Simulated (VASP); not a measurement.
# Pd (Fm-3m) in VASP: a series of runs

Pd is run at these levels: PBE0, PBE, BHLYP; tasks: single point.

All numbers are computed with VASP 6.6.1; they aren't measurements. Logs are shortened: lines on timing, memory, paths and dates and some standing lists are left out, and cuts for length are marked.

**1. The cell of the first run**

It takes space group Fm-3m (No. 225, cubic). The conventional cell has a = 3.893 Å, b = 3.893 Å, c = 3.893 Å, α = 90.00°, β = 90.00°, γ = 90.00°. Within 3.6 Å of Pd (site symmetry m-3m) lie 12 Pd at 2.75 Å.

**2. Single point, PBE0**

File POSCAR:

```
Pd
1.0
    0.0000000000      1.9465000000      1.9465000000
    1.9465000000      0.0000000000      1.9465000000
    1.9465000000      1.9465000000      0.0000000000
Pd
1
Direct
    0.0000000000      0.0000000000      0.0000000000
```

File INCAR.step1:

```
SYSTEM = Pd
  PREC = Accurate
  ENCUT = 520
  EDIFF = 1E-5
  ISMEAR = -1
  SIGMA = 0.05
  LREAL = .FALSE.
  LASPH = .TRUE.
  NELM = 100
  ALGO = Normal
  ISIF = 2
  LWAVE = .TRUE.
  LCHARG = .FALSE.
  GGA = PE
  NBANDS = 11
```

File INCAR.step2:

```
SYSTEM = Pd
  PREC = Accurate
  ENCUT = 520
  EDIFF = 1E-7
  ISMEAR = -1
  SIGMA = 0.05
  LREAL = .FALSE.
  LASPH = .TRUE.
  NELM = 100
  ALGO = Normal
  ISIF = 2
  LWAVE = .FALSE.
  LCHARG = .FALSE.
  GGA = PE
  LHFCALC = .TRUE.
  AEXX = 0.25
  PRECFOCK = Normal
  ISTART = 1
  NBANDS = 11
```

File KPOINTS:

```
regular mesh
0
G
  8 8 8
  0 0 0
```

Potentials or basis: VASP PAW PBE potentials, release 64 (Pd).

Launch:

```console
> cat potpaw_PBE.64/Pd/POTCAR > POTCAR
> cp INCAR.step1 INCAR
> mpirun -np 1 vasp_std > vasp.out
> cp INCAR.step2 INCAR
> mpirun -np 1 vasp_std > vasp.out
```

OUTCAR:

```text
SYSTEM = Pd
   PREC = Accurate
   ENCUT = 520
   EDIFF = 1E-7
   ISMEAR = -1
   LREAL = .FALSE.
   LASPH = .TRUE.
   NELM = 100
   ISIF = 2
   GGA = PE
   LHFCALC = .TRUE.
   AEXX = 0.25
   PRECFOCK = Normal
   ISTART = 1

 ion  position               nearest neighbor table
   1  0.000  0.000  0.000-

  LATTYP: Found a face centered cubic cell.
 ALAT       =     3.8930000000

  Lattice vectors:

 A1 = (   0.0000000000,   1.9465000000,   1.9465000000)
 A2 = (   1.9465000000,   0.0000000000,   1.9465000000)
 A3 = (   1.9465000000,   1.9465000000,   0.0000000000)

Analysis of symmetry for initial positions (statically):
=====================================================================
 Subroutine PRICEL returns:
 Original cell was already a primitive cell.

 Routine SETGRP: Setting up the symmetry group for a
 face centered cubic supercell.

 Subroutine GETGRP returns: Found 48 space group operations
 (whereof 48 operations were pure point group operations)
 out of a pool of 48 trial point group operations.

The static configuration has the point symmetry O_h .

Analysis of symmetry for dynamics (positions and initial velocities):
=====================================================================
 Subroutine PRICEL returns:
 Original cell was already a primitive cell.

 Routine SETGRP: Setting up the symmetry group for a
 face centered cubic supercell.

 Subroutine GETGRP returns: Found 48 space group operations
 (whereof 48 operations were pure point group operations)
 out of a pool of 48 trial point group operations.

The dynamic configuration has the point symmetry O_h .

 Subroutine INISYM returns: Found 48 space group operations
 (whereof 48 operations are pure point group operations),
 and found     1 'primitive' translations

----------------------------------------------------------------------------------------

                                     Primitive cell

  volume of cell :      14.7500

  direct lattice vectors                    reciprocal lattice vectors
     0.000000000  1.946500000  1.946500000    -0.256871307  0.256871307  0.256871307
     1.946500000  0.000000000  1.946500000     0.256871307 -0.256871307  0.256871307
     1.946500000  1.946500000  0.000000000     0.256871307  0.256871307 -0.256871307

  length of vectors
     2.752766699  2.752766699  2.752766699     0.444914156  0.444914156  0.444914156

  position of ions in fractional coordinates (direct lattice)
     0.000000000  0.000000000  0.000000000

  ion indices of the primitive-cell ions
   primitive index   ion index
                 1           1

----------------------------------------------------------------------------------------

 KPOINTS: regular mesh

Automatic generation of k-mesh.
 Grid dimensions read from file:
 generate k-points for:    8    8    8

 Generating k-lattice:

  Cartesian coordinates                     Fractional coordinates (reciprocal lattice)
    -0.032108913  0.032108913  0.032108913     0.125000000  0.000000000  0.000000000
     0.032108913 -0.032108913  0.032108913     0.000000000  0.125000000  0.000000000
     0.032108913  0.032108913 -0.032108913     0.000000000  0.000000000  0.125000000

  Length of vectors
     0.055614269  0.055614269  0.055614269

  Shift w.r.t. Gamma in fractional coordinates (k-lattice)
     0.000000000  0.000000000  0.000000000

 Subroutine IBZKPT returns following result:
 ===========================================

 Found     29 irreducible k-points:

 Following reciprocal coordinates:
            Coordinates               Weight
  0.000000  0.000000  0.000000      1.000000
  0.125000  0.000000  0.000000      8.000000
  0.250000  0.000000  0.000000      8.000000
  0.375000  0.000000  0.000000      8.000000
  0.500000  0.000000  0.000000      4.000000
  0.125000  0.125000  0.000000      6.000000
[... 16 lines left out ...]
  0.500000  0.250000  0.125000     48.000000
 -0.375000  0.250000  0.125000     24.000000
 [... further k-points ...]
   k-points           NKPTS =     29   k-points in BZ     NKDIM =    512   number of bands    NBANDS=     11
   number of dos      NEDOS =    301   number of ions     NIONS =      1
   total plane-waves  NPLWV =   8000
   dimension x,y,z NGX =    20 NGY =   20 NGZ =   20
   dimension x,y,z NGXF=    40 NGYF=   40 NGZF=   40
   ions per type =               1
   NGX,Y,Z   is equivalent  to a cutoff of  12.08, 12.08, 12.08 a.u.
   NGXF,Y,Z  is equivalent  to a cutoff of  24.16, 24.16, 24.16 a.u.
 SYSTEM =  Pd
   PREC   = accura    normal or accurate (medium, high low for compatibility)
   ISTART =      1    job   : 0-new  1-cont  2-samecut
   ICHARG =      0    charge: 1-file 2-atom 10-const
   ISPIN  =      1    spin polarized calculation?
   LNONCOLLINEAR =      F non collinear calculations
   LSORBIT =      F    spin-orbit coupling
   LASPH  =      T    aspherical Exc in radial PAW
   ENCUT  =  520.0 eV  38.22 Ry    6.18 a.u.   5.12  5.12  5.12*2*pi/ulx,y,z
   NELM   =    100;   NELMIN=  2; NELMDL=  0     # of ELM steps
   EDIFF  = 0.1E-06   stopping-criterion for ELM
   LREAL  =      F    real-space projection
   EDIFFG = 0.1E-05   stopping-criterion for IOM
   NSW    =      0    number of steps for IOM
   IBRION =     -1    ionic relax: 0-MD 1-quasi-New 2-CG
   NFREE  =      0    steps in history (QN), initial steepest desc. (CG)
   ISIF   =      2    stress and relaxation
   ISYM   =      3    0-nonsym 1-usesym 2-fastsym
   POTIM  = 0.5000    time-step for ionic-motion
   TEBEG  =    0.0;   TEEND  =   0.0 temperature during run
   PSTRESS=    0.0 pullay stress
   NELECT =      10.0000    total number of electrons
   NUPDOWN=      -1.0000    fix difference up-down
   EMIN   =  10.00;   EMAX   =-10.00  energy-range for DOS
   EFERMI =   0.00;   METHOD = LEGACY
   ISMEAR =    -1;   SIGMA  =   0.05  broadening in eV -4-tet -1-fermi 0-gaus
   EFERMI_NEDOS =   21; number of points for ismear=-14 and -15
   IALGO  =     38    algorithm
   IMIX   =      1    mixing-type and parameters
     AMIX     =   0.40;   BMIX     =  1.00
     AMIX_MAG =   1.60;   BMIX_MAG =  1.00
  volume/ion in A,a.u.               =      14.75        99.54
  Fermi-wavevector in a.u.,A,eV,Ry     =   1.438171  2.717748 28.141404  2.068335
  Thomas-Fermi vector in A             =   2.557167
   LORBIT       =      0    0 simple, 1 ext, 2 COOP (PROOUT), +10 PAW based schemes
   GGA     = PE    functional components
   LHFCALC =     T    Hartree Fock is set to
   PRECFOCK=normal    Normal, Fast or Accurate (Low or Medium for compatibility)
   ENCUT4O =  -1.0   cutoff for four orbital integrals eV
   NKREDX  =     1    reduce k-point grid by
   NKREDY  =     1    reduce k-point grid by
   NKREDZ  =     1    reduce k-point grid by
   AEXX    =    0.2500 exact exchange contribution
   HFSCREEN=    0.0000 screening length (either q_TF or 0.3 A-1)
   HFSCREENC=   0.0000 screening length for correlation (either q_TF or 0.3 A-1)
   ENCUTFOCK=  -1.0 apply spherical cutoff to Coloumb kernel
   IVDW    =     0    specifies the selected vdW correction
   LEPSILON=     F    determine dielectric tensor
   LRPA    =     F    only Hartree local field effects (RPA)
 non-spin polarized calculation
  energy-cutoff  :      520.00
  volume of cell :       14.75
 maximum number of plane-waves:       415
  NGX = 16; NGY = 16; NGZ = 16

 number of electron       9.9999999 magnetization

 Free energy of the ion-electron system (eV)
  ---------------------------------------------------
  ext. energy  EPLUGINS =         0.00000000
  ---------------------------------------------------
  free energy    TOTEN  =        -6.51057104 eV

  energy without entropy =       -6.50928751  energy(sigma->0) =       -6.50992928

 E-fermi :   8.9746     XC(G=0): -10.2961

 val. band max:        8.7869236327   @ k =  -0.3750   0.3750   0.1250
 cond. band min:       9.2281793578   @ k =   0.5000   0.2500   0.0000
 fundamental gap:      0.4412557251
 Fermi energy:         8.9746013446

 k-point     1 :       0.0000    0.0000    0.0000
  band No.  band energies     occupation
      1       1.2220      2.00000
      2       5.3832      2.00000
      3       5.3832      2.00000
      4       5.3832      2.00000
      5       7.0015      2.00000
      6       7.0015      2.00000
      7      28.2166      0.00000
      8      33.1975      0.00000
      9      33.1975      0.00000
     10      33.1975      0.00000
     11      38.2765      0.00000

 k-point     2 :       0.1250    0.0000    0.0000
  band No.  band energies     occupation
      1       1.8451      2.00000
      2       5.2280      2.00000
      3       5.5782      2.00000
      4       5.5782      2.00000
      5       6.9531      2.00000
      6       6.9531      2.00000
      7      28.7081      0.00000
      8      30.3977      0.00000
      9      33.8608      0.00000
     10      33.8608      0.00000
     11      38.6575      0.00000

 k-point     3 :       0.2500    0.0000    0.0000
  band No.  band energies     occupation
      1       2.9378      2.00000
      2       5.6551      2.00000
      3       5.6551      2.00000
      4       5.7088      2.00000
      5       7.3421      2.00000
      6       7.3421      2.00000
      7      25.6552      0.00000
      8      29.3022      0.00000
      9      35.0720      0.00000
     10      35.0720      0.00000
     11      37.3011      0.00000
[... 267 lines left out ...]
 k-point    23 :       0.5000    0.2500    0.1250
  band No.  band energies     occupation
      1       3.8738      2.00000
      2       4.6749      2.00000
      3       5.3087      2.00000
      4       6.5688      2.00000
      5       8.0536      2.00000
      6      12.6815      0.00000
      7      21.7336      0.00000
      8      26.2913      0.00000
      9      28.5176      0.00000
     10      33.4655      0.00000
     11      37.2460      0.00000

 k-point    24 :      -0.3750    0.2500    0.1250
  band No.  band energies     occupation
      1       3.8023      2.00000
      2       4.4376      2.00000
      3       5.9364      2.00000
      4       6.2660      2.00000
      5       8.4708      1.99992
      6      15.3143      0.00000
      7      18.3005      0.00000
      8      26.7329      0.00000
      9      27.2328      0.00000
     10      32.4790      0.00000
     11      38.3457      0.00000

 [... further k-points ...]

------------------------ aborting loop because EDIFF is reached ----------------------------------------

  FORCE on cell =-STRESS in cart. coord.  units (eV):
  Direction    XX          YY          ZZ          XY          YZ          ZX
  --------------------------------------------------------------------------------------
  -------------------------------------------------------------------------------------
  Total        0.2696895      0.2696895      0.2696895     -0.0000000     -0.0000000      0.0000000
  in kB       29.2941825     29.2941825     29.2941825     -0.0000000     -0.0000000      0.0000000
  external PRESSURE =      29.2941825 kB  Pullay stress =       0.0000000 kB

 VOLUME and BASIS-vectors are now :
 -----------------------------------------------------------------------------
  energy-cutoff  :      520.00
  volume of cell :       14.75
      direct lattice vectors                 reciprocal lattice vectors
     0.000000000  1.946500000  1.946500000    -0.256871307  0.256871307  0.256871307
     1.946500000  0.000000000  1.946500000     0.256871307 -0.256871307  0.256871307
     1.946500000  1.946500000  0.000000000     0.256871307  0.256871307 -0.256871307

 POSITION                                       TOTAL-FORCE (eV/Angst)
 -----------------------------------------------------------------------------------
      0.00000      0.00000      0.00000         0.000000      0.000000      0.000000
 -----------------------------------------------------------------------------------
    total drift:                               -0.000000     -0.000000     -0.000000

  FREE ENERGIE OF THE ION-ELECTRON SYSTEM (eV)
  ---------------------------------------------------
  free  energy   TOTEN  =        -6.5105710438 eV

  energy  without entropy=       -6.5092875139  energy(sigma->0) =       -6.50992928
```

It took 37 min on 1 thread of AMD EPYC 7R13 (Zen 3), shared host; peak memory 0.12 GiB.

Results:

```yaml
Free_energy: -6.5106 eV
Pressure: 2.9 GPa
Band_gap_on_the_k_mesh: zero (band 5 reaches 9.72 eV, above the bottom of band 6 at 6.95 eV)
```

Caveat: the PAW data sets were made with another functional, which shifts forces and pressure a little.

**3. Single point, PBE**

File INCAR:

```
ALGO = Normal
EDIFF = 1E-6
ENCUT = 500
GGA = PE
GGA_COMPAT = F
ISIF = 2
ISMEAR = -1
LASPH = T
LCHARG = T
LELF = T
LREAL = F
LVHAR = T
LWAVE = F
NBANDS = 11
NELM = 120
PREC = Accurate
SIGMA = 0.05
```

File KPOINTS:

```
k-points
0
Gamma
  17 17 17
```

POSCAR is that of step 2.

Potentials or basis: VASP PAW PBE potentials, release 64 (Pd).

Launch:

```console
> cat potpaw_PBE.64/Pd/POTCAR > POTCAR
> mpirun -np 1 vasp_std > vasp.out
```

Wall time 30 s (1 thread of Intel Xeon 8259CL, shared host); peak memory 0.14 GiB.

It converged, with:

```yaml
Free_energy: -5.2113 eV
Pressure: 6.9 GPa
Band_gap_on_the_k_mesh: zero (band 5 reaches 10.04 eV, above the bottom of band 6 at 8.48 eV)
```

Levels at points of the mesh, in eV from the Fermi level:
```
           k point  band 1  band 2  band 3  band 4  band 5  band 6  band 7  band 8  band 9  band 10
(0.00, 0.00, 0.00)   -7.12   -2.83   -2.83   -2.83   -1.22   -1.22   17.21   21.99   21.99    21.99
```

**4. Single point, BHLYP**

This run uses another cell than the first one, of 15.34 Å³/atom, 1.040 times its volume.

File POSCAR:

```
Pd
1.0
    0.0000000000      1.9721147795      1.9721147795
    1.9721147795      0.0000000000      1.9721147795
    1.9721147795      1.9721147795      0.0000000000
Pd
1
Direct
    0.0000000000      0.0000000000      0.0000000000
```

File INCAR.step1:

```
ALGO     = Normal         # electronic algorithm
EDIFF    = 1E-5           # SCF threshold, eV
ENCUT    = 520            # plane-wave cutoff, eV
GGA      = PE             # functional
ISIF     = 2              # what is computed and relaxed
ISMEAR   = -1             # smearing method
LASPH    = T              # aspherical terms in the spheres
LCHARG   = F              # write CHGCAR
LREAL    = F              # projectors in reciprocal space
LWAVE    = T              # write WAVECAR
NBANDS   = 11             # bands
NELM     = 80             # most SCF steps
PREC     = Accurate       # precision mode
SIGMA    = 0.05           # smearing width, eV
```

File INCAR.step2:

```
AEXX     = 0.5            # exact-exchange fraction
AGGAC    = 1.0          
AGGAX    = 0.5          
ALDAC    = 0.0          
ALDAX    = 0.5          
ALGO     = Normal         # electronic algorithm
EDIFF    = 1E-7           # SCF threshold, eV
ENCUT    = 520            # plane-wave cutoff, eV
GGA      = B5             # functional
ISIF     = 2              # what is computed and relaxed
ISMEAR   = -1             # smearing method
ISTART   = 1            
LASPH    = T              # aspherical terms in the spheres
LCHARG   = F              # write CHGCAR
LHFCALC  = T              # exact exchange
LREAL    = F              # projectors in reciprocal space
LWAVE    = F              # write WAVECAR
NBANDS   = 11             # bands
NELM     = 80             # most SCF steps
PREC     = Accurate       # precision mode
PRECFOCK = Normal       
SIGMA    = 0.05           # smearing width, eV
```

File KPOINTS:

```
k-points
0
Gamma
  6 6 6
```

Launch:

```console
> cat potpaw_PBE.64/Pd/POTCAR > POTCAR
> cp INCAR.step1 INCAR
> mpirun -np 1 vasp_std > vasp.out
> cp INCAR.step2 INCAR
> mpirun -np 1 vasp_std > vasp.out
```

Wall time 11 min (1 thread of AMD EPYC 7R13 (Zen 3), shared host); peak memory 0.11 GiB.

It converged, with:

```yaml
Free_energy: -7.0845 eV
Pressure: 0.4 GPa
Band_gap_on_the_k_mesh: zero (band 5 reaches 9.29 eV, above the bottom of band 6 at 4.96 eV)
```

Levels at points of the mesh, in eV from the Fermi level:
```
           k point  band 3  band 4  band 5  band 6  band 7  band 8
(0.00, 0.00, 0.00)   -4.34   -4.34   -3.03   -3.03   21.58   26.38
(0.50, 0.00, 0.00)   -4.61   -0.89   -0.89    3.59   10.81   20.84
(0.50, 0.50, 0.00)   -1.56    1.31    1.31    6.38   14.51   17.19
```

Caveat: the k points lie up to 0.46 Å⁻¹ apart; the PAW data sets were made with another functional, which shifts forces and pressure a little.

(Part 1 of 2 ends here.)
